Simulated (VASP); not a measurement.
# BaTe (P4/mmm) in VASP: further runs

The runs below take BaTe through single point, with LDA.

Program: VASP 6.6.1. These are calculated values, not measurements. Logs are shortened: lines on timing, memory, paths and dates and some standing lists are left out, and cuts for length are marked.

## (1) The cell of the first run

Symmetry: P4/mmm, No. 123, tetragonal system. The conventional cell has a = 4.117 Å, b = 4.117 Å, c = 3.911 Å, α = 90.00°, β = 90.00°, γ = 90.00°. Within 4.6 Å of Ba (site symmetry 4/mmm) lie 8 Te at 3.51 Å and 6 Ba at 3.91 to 4.12 Å. Te (site symmetry 4/mmm) has 8 Ba at 3.51 Å and 6 Te at 3.91 to 4.12 Å within 4.6 Å.

## (2) Single point, LDA (strain -0.0500 x Voigt [0, 0, 1, 0, 0, 0])

File INCAR:

```
SYSTEM = BaTe
ALGO = Normal ; EDIFF = 1E-6
ENCUT = 520 ; GGA = CA
ISIF = 2 ; ISMEAR = 0
LASPH = .TRUE. ; LCHARG = .FALSE.
LREAL = .FALSE. ; LWAVE = .FALSE.
NBANDS = 15 ; NELM = 100
PREC = Accurate ; SIGMA = 0.05
```

File KPOINTS:

```
k-points
0
G
  8 8 8
  0 0 0
```

File POSCAR:

```
BaTe
1.0
    4.1166807260      0.0000000000      0.0000000000
    0.0000000000      4.1166807260      0.0000000000
    0.0000000000      0.0000000000      3.9108466897
Ba Te
1 1
Direct
    0.0000000000      0.0000000000      0.0000000000
    0.5000000000      0.5000000000      0.5000000000
```

Potentials or basis: VASP PAW LDA potentials, release 64 (Ba_sv, Te).

Command:

```console
$ cat potpaw_LDA.64/Ba_sv/POTCAR potpaw_LDA.64/Te/POTCAR > POTCAR
$ mpirun -np 1 vasp_std > vasp.out
```

OUTCAR:

```text
SYSTEM = BaTe
   EDIFF = 1E-6
   ENCUT = 520
   GGA = CA
   ISIF = 2
   ISMEAR = 0
   LASPH = .TRUE.
   LREAL = .FALSE.
   NELM = 100
   PREC = Accurate

 ion  position               nearest neighbor table
   1  0.000  0.000  0.000-   2 3.51   2 3.51   2 3.51   2 3.51   2 3.51   2 3.51   2 3.51   2 3.51

   2  0.500  0.500  0.500-   1 3.51   1 3.51   1 3.51   1 3.51   1 3.51   1 3.51   1 3.51   1 3.51

  LATTYP: Found a simple tetragonal cell.
 ALAT       =     4.1166807260
 C/A-ratio  =     0.9500000000

  Lattice vectors:

 A1 = (   4.1166807260,   0.0000000000,   0.0000000000)
 A2 = (   0.0000000000,   4.1166807260,   0.0000000000)
 A3 = (   0.0000000000,   0.0000000000,   3.9108466897)

Analysis of symmetry for initial positions (statically):
=====================================================================
 Subroutine PRICEL returns:
 Original cell was already a primitive cell.

 Routine SETGRP: Setting up the symmetry group for a
 simple tetragonal supercell.

 Subroutine GETGRP returns: Found 16 space group operations
 (whereof 16 operations were pure point group operations)
 out of a pool of 16 trial point group operations.

The static configuration has the point symmetry D_4h.

Analysis of symmetry for dynamics (positions and initial velocities):
=====================================================================
 Subroutine PRICEL returns:
 Original cell was already a primitive cell.

 Routine SETGRP: Setting up the symmetry group for a
 simple tetragonal supercell.

 Subroutine GETGRP returns: Found 16 space group operations
 (whereof 16 operations were pure point group operations)
 out of a pool of 16 trial point group operations.

The dynamic configuration has the point symmetry D_4h.

 Subroutine INISYM returns: Found 16 space group operations
 (whereof 16 operations are pure point group operations),
 and found     1 'primitive' translations

----------------------------------------------------------------------------------------

                                     Primitive cell

  volume of cell :      66.2774

  direct lattice vectors                    reciprocal lattice vectors
     4.116680726  0.000000000  0.000000000     0.242914150  0.000000000  0.000000000
     0.000000000  4.116680726  0.000000000     0.000000000  0.242914150  0.000000000
     0.000000000  0.000000000  3.910846690     0.000000000  0.000000000  0.255699105

  length of vectors
     4.116680726  4.116680726  3.910846690     0.242914150  0.242914150  0.255699105

  position of ions in fractional coordinates (direct lattice)
     0.000000000  0.000000000  0.000000000
     0.500000000  0.500000000  0.500000000

  ion indices of the primitive-cell ions
   primitive index   ion index
                 1           1
                 2           2

----------------------------------------------------------------------------------------

 KPOINTS: k-points

Automatic generation of k-mesh.
 Grid dimensions read from file:
 generate k-points for:    8    8    8

 Generating k-lattice:

  Cartesian coordinates                     Fractional coordinates (reciprocal lattice)
     0.030364269  0.000000000  0.000000000     0.125000000  0.000000000  0.000000000
     0.000000000  0.030364269  0.000000000     0.000000000  0.125000000  0.000000000
     0.000000000  0.000000000  0.031962388     0.000000000  0.000000000  0.125000000

  Length of vectors
     0.030364269  0.030364269  0.031962388

  Shift w.r.t. Gamma in fractional coordinates (k-lattice)
     0.000000000  0.000000000  0.000000000

 Subroutine IBZKPT returns following result:
 ===========================================

 Found     75 irreducible k-points:

 Following reciprocal coordinates:
            Coordinates               Weight
  0.000000  0.000000  0.000000      1.000000
  0.125000  0.000000  0.000000      4.000000
  0.250000  0.000000  0.000000      4.000000
  0.375000  0.000000  0.000000      4.000000
  0.500000  0.000000  0.000000      2.000000
  0.125000  0.125000  0.000000      4.000000
[... 16 lines left out ...]
  0.375000  0.125000  0.125000     16.000000
  0.500000  0.125000  0.125000      8.000000
 [... further k-points ...]
   k-points           NKPTS =     75   k-points in BZ     NKDIM =     75   number of bands    NBANDS=     15
   number of dos      NEDOS =    301   number of ions     NIONS =      2
   total plane-waves  NPLWV =  30720
   dimension x,y,z NGX =    32 NGY =   32 NGZ =   30
   dimension x,y,z NGXF=    64 NGYF=   64 NGZF=   60
   ions per type =               1   1
   NGX,Y,Z   is equivalent  to a cutoff of  12.92, 12.92, 12.75 a.u.
   NGXF,Y,Z  is equivalent  to a cutoff of  25.85, 25.85, 25.51 a.u.
 SYSTEM =  BaTe
   PREC   = accura    normal or accurate (medium, high low for compatibility)
   ISTART =      0    job   : 0-new  1-cont  2-samecut
   ICHARG =      2    charge: 1-file 2-atom 10-const
   ISPIN  =      1    spin polarized calculation?
   LNONCOLLINEAR =      F non collinear calculations
   LSORBIT =      F    spin-orbit coupling
   LASPH  =      T    aspherical Exc in radial PAW
   ENCUT  =  520.0 eV  38.22 Ry    6.18 a.u.   7.65  7.65  7.27*2*pi/ulx,y,z
   NELM   =    100;   NELMIN=  2; NELMDL= -5     # of ELM steps
   EDIFF  = 0.1E-05   stopping-criterion for ELM
   LREAL  =      F    real-space projection
   EDIFFG = 0.1E-04   stopping-criterion for IOM
   NSW    =      0    number of steps for IOM
   IBRION =     -1    ionic relax: 0-MD 1-quasi-New 2-CG
   NFREE  =      0    steps in history (QN), initial steepest desc. (CG)
   ISIF   =      2    stress and relaxation
   ISYM   =      2    0-nonsym 1-usesym 2-fastsym
   POTIM  = 0.5000    time-step for ionic-motion
   TEBEG  =    0.0;   TEEND  =   0.0 temperature during run
   PSTRESS=    0.0 pullay stress
   NELECT =      16.0000    total number of electrons
   NUPDOWN=      -1.0000    fix difference up-down
   EMIN   =  10.00;   EMAX   =-10.00  energy-range for DOS
   EFERMI =   0.00;   METHOD = LEGACY
   ISMEAR =     0;   SIGMA  =   0.05  broadening in eV -4-tet -1-fermi 0-gaus
   EFERMI_NEDOS =   21; number of points for ismear=-14 and -15
   IALGO  =     38    algorithm
   IMIX   =      4    mixing-type and parameters
     AMIX     =   0.40;   BMIX     =  1.00
     AMIX_MAG =   1.60;   BMIX_MAG =  1.00
  volume/ion in A,a.u.               =      33.14       223.63
  Fermi-wavevector in a.u.,A,eV,Ry     =   1.019357  1.926306 14.137668  1.039089
  Thomas-Fermi vector in A             =   2.152867
   LORBIT       =      0    0 simple, 1 ext, 2 COOP (PROOUT), +10 PAW based schemes
   GGA     = CA    functional components
   LHFCALC =     F    Hartree Fock is set to
   AEXX    =    0.0000 exact exchange contribution
   IVDW    =     0    specifies the selected vdW correction
   LEPSILON=     F    determine dielectric tensor
   LRPA    =     F    only Hartree local field effects (RPA)
 non-spin polarized calculation
 Gauss-broadening in eV      SIGMA  =   0.05
  energy-cutoff  :      520.00
  volume of cell :       66.28
 maximum number of plane-waves:      1799
 NGX is ok and might be reduce to    32
   NGX = 15   NGY = 15   NGZ = 15

 number of electron      16.0000001 magnetization

 Free energy of the ion-electron system (eV)
  ---------------------------------------------------
  ext. energy  EPLUGINS =         0.00000000
  ---------------------------------------------------
  free energy    TOTEN  =        -9.30579427 eV

  energy without entropy =       -9.30570733  energy(sigma->0) =       -9.30575080

 E-fermi :   5.1330     XC(G=0):  -9.7015

 val. band max:        5.1050139903   @ k =   0.0000   0.0000   0.0000
 cond. band min:       5.1633380721   @ k =   0.0000   0.0000   0.0000
 fundamental gap:      0.0583240818
 Fermi energy:         5.1329539731

 k-point     1 :       0.0000    0.0000    0.0000
  band No.  band energies     occupation
      1     -22.9574      2.00000
      2      -8.0085      2.00000
      3      -8.0085      2.00000
      4      -7.9027      2.00000
      5      -6.0662      2.00000
      6       4.3854      2.00000
      7       4.3854      2.00000
      8       4.8971      2.00000
      9       5.1050      1.57063
     10       5.1633      0.39012
     11       8.0270      0.00000
     12       9.4500      0.00000
     13       9.9119      0.00000
     14       9.9119      0.00000
     15      13.4570      0.00000

 k-point     2 :       0.1250    0.0000    0.0000
  band No.  band energies     occupation
      1     -22.9507      2.00000
      2      -8.2015      2.00000
      3      -7.9954      2.00000
      4      -7.8915      2.00000
      5      -5.8499      2.00000
      6       3.4367      2.00000
      7       4.2424      2.00000
      8       4.7852      2.00000
      9       5.2425      0.00194
     10       5.8652      0.00000
     11       8.6885      0.00000
     12       9.6037      0.00000
     13       9.9664      0.00000
     14      10.0019      0.00000
     15      12.4488      0.00000

 k-point     3 :       0.2500    0.0000    0.0000
  band No.  band energies     occupation
      1     -22.9347      2.00000
      2      -8.5715      2.00000
      3      -7.9636      2.00000
      4      -7.8644      2.00000
      5      -5.4014      2.00000
      6       2.1938      2.00000
      7       3.9217      2.00000
      8       4.5256      2.00000
      9       5.5021      0.00000
     10       7.0863      0.00000
     11       9.9180      0.00000
     12      10.0468      0.00000
     13      10.1074      0.00000
     14      10.3030      0.00000
     15      11.0495      0.00000
[... 343 lines left out ...]
 k-point    23 :       0.3750    0.1250    0.1250
  band No.  band energies     occupation
      1     -22.9017      2.00000
      2      -8.7676      2.00000
      3      -8.0294      2.00000
      4      -7.9687      2.00000
      5      -5.0269      2.00000
      6       1.5920      2.00000
      7       3.2872      2.00000
      8       4.0643      2.00000
      9       6.3408      0.00000
     10       8.4096      0.00000
     11       8.8762      0.00000
     12       9.8931      0.00000
     13      10.5636      0.00000
     14      11.3067      0.00000
     15      11.4278      0.00000

 k-point    24 :       0.5000    0.1250    0.1250
  band No.  band energies     occupation
      1     -22.8951      2.00000
      2      -8.8671      2.00000
      3      -8.0079      2.00000
      4      -7.9541      2.00000
      5      -4.9291      2.00000
      6       1.3137      2.00000
      7       3.1992      2.00000
      8       4.1144      2.00000
      9       6.3958      0.00000
     10       8.6431      0.00000
     11       8.9431      0.00000
     12      10.3879      0.00000
     13      10.6363      0.00000
     14      11.4165      0.00000
     15      11.7796      0.00000

 [... further k-points ...]

------------------------ aborting loop because EDIFF is reached ----------------------------------------

  FORCE on cell =-STRESS in cart. coord.  units (eV):
  Direction    XX          YY          ZZ          XY          YZ          ZX
  --------------------------------------------------------------------------------------
  -------------------------------------------------------------------------------------
  Total        0.7119119      0.7119119      2.4226912      0.0000000      0.0000000      0.0000000
  in kB       17.2096366     17.2096366     58.5657186      0.0000000      0.0000000      0.0000000
  external PRESSURE =      30.9949973 kB  Pullay stress =       0.0000000 kB

 VOLUME and BASIS-vectors are now :
 -----------------------------------------------------------------------------
  energy-cutoff  :      520.00
  volume of cell :       66.28
      direct lattice vectors                 reciprocal lattice vectors
     4.116680726  0.000000000  0.000000000     0.242914150  0.000000000  0.000000000
     0.000000000  4.116680726  0.000000000     0.000000000  0.242914150  0.000000000
     0.000000000  0.000000000  3.910846690     0.000000000  0.000000000  0.255699105

 POSITION                                       TOTAL-FORCE (eV/Angst)
 -----------------------------------------------------------------------------------
      0.00000      0.00000      0.00000         0.000000      0.000000      0.000000
      2.05834      2.05834      1.95542         0.000000      0.000000      0.000000
 -----------------------------------------------------------------------------------
    total drift:                                0.000000     -0.000000     -0.000000

  FREE ENERGIE OF THE ION-ELECTRON SYSTEM (eV)
  ---------------------------------------------------
  free  energy   TOTEN  =        -9.3057942682 eV

  energy  without entropy=       -9.3057073253  energy(sigma->0) =       -9.30575080
```

Run time: 37 s. Hardware: 1 thread of AMD EPYC 7R13 (Zen 3), shared host; peak memory 0.18 GiB.

Results:

| Item | Value |
| --- | --- |
| Free energy | -9.3058 eV |
| Pressure | 3.1 GPa |
| Band gap on the k mesh | zero (band 8 reaches 5.23 eV, above the bottom of band 9 at 5.11 eV) |

Levels at points of the mesh, in eV from the Fermi level:
| k point | band 6 | band 7 | band 8 | band 9 | band 10 | band 11 |
| --- | --- | --- | --- | --- | --- | --- |
| (0.00, 0.00, 0.00) | -0.75 | -0.75 | -0.24 | -0.03 | 0.03 | 2.89 |
| (0.50, 0.00, 0.00) | -4.23 | -1.62 | -0.95 | 0.86 | 4.38 | 5.00 |
| (0.50, 0.50, 0.00) | -2.47 | -2.47 | 0.10 | 0.33 | 2.84 | 2.96 |
| (0.00, 0.00, 0.50) | -4.26 | -1.50 | -1.50 | 1.08 | 4.31 | 4.94 |
| (0.50, 0.00, 0.50) | -2.62 | -2.38 | -0.36 | 0.51 | 2.18 | 2.29 |
| (0.50, 0.50, 0.50) | -3.88 | -3.81 | -3.81 | 4.89 | 4.89 | 5.29 |

Caveat: the cell differs from its parent crystal (strain -0.0500 x Voigt [0, 0, 1, 0, 0, 0]); spin-orbit coupling is left out, which moves the levels of the heavy elements.

(Part 1 of 2 ends here.)
